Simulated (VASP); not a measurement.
Crystal: Fe.

```xyz
1
Lattice="-1.4314 1.4314 1.4314 1.4314 -1.4314 1.4314 1.4314 1.4314 -1.4314" Properties=species:S:1:pos:R:3 pbc="T T T"
Fe    0.0000    0.0000    0.0000
```

Base run:

* Program: VASP 6.6.1
* Functional: r2SCAN
* Potentials or basis: VASP PAW PBE potentials, release 64 (Fe)
* Cutoff: 520 eV
* k mesh: 15 × 15 × 15
* Occupations: fermi-dirac, width 0.1 eV
* Spin: collinear spin, ferromagnetic start
* Starting moments: [2.4] μB
* Fixed moment: 2.4 μB

Its results: pressure -6.2 GPa; site moments Fe +2.47 μB.

Q: After a change of settings the same cell gave: pressure 34.1 GPa; site moments Fe +3.54 μB. Which change was it?
A. fixed moment from 2.4 μB to 1.2 μB; moments at the start from [2.4] to [1.2]
B. fixed moment from 2.4 μB to 4.2 μB; moments at the start from [2.4] to [4.2]
C. fixed moment from 2.4 μB to 0.6 μB; moments at the start from [2.4] to [0.6]
D. fixed moment from 2.4 μB to 3.6 μB; moments at the start from [2.4] to [3.6]

A: D.

Caveats: the PAW data sets were made with another functional, which shifts forces and pressure a little; the total moment is fixed, so each spin has its own Fermi level.
